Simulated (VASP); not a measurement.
A run of VASP 6.6.1 is set up as follows.

INCAR

```
ALGO     = Normal         # electronic algorithm
EDIFF    = 1E-6           # SCF threshold, eV
ENCUT    = 520            # plane-wave cutoff, eV
GGA      = PE             # functional
ISIF     = 2              # what is computed and relaxed
ISMEAR   = -1             # smearing method
LASPH    = True           # aspherical terms in the spheres
LCHARG   = False          # write CHGCAR
LREAL    = False          # projectors in reciprocal space
LWAVE    = False          # write WAVECAR
NBANDS   = 11             # bands
NELM     = 80             # most SCF steps
PREC     = Accurate       # precision mode
SIGMA    = 0.05           # smearing width, eV
```

KPOINTS

```
k-points
0
Gamma
  16 16 16
```

The input POSCAR:

```
Pt
1.0
    2.5148745657      0.0000000000      0.0000000000
    0.0000000000      2.5148745657      0.0000000000
    0.0000000000      0.0000000000      2.5148745657
Pt
1
Direct
    0.0000000000      0.0000000000      0.0000000000
```

Potentials or basis: VASP PAW PBE potentials, release 64 (Pt).

The run is started by

```sh
$ cat potpaw_PBE.64/Pt/POTCAR > POTCAR
$ mpirun -np 1 vasp_std > vasp.out
```

Question: What does it give for the band gap on the k mesh?

Answer: Zero (band 5 reaches 12.92 eV, above the bottom of band 6 at 9.06 eV).

Question: Predict the pressure.

Answer: 32.7 GPa.

Caveat: spin-orbit coupling is left out, which moves the levels of the heavy elements.
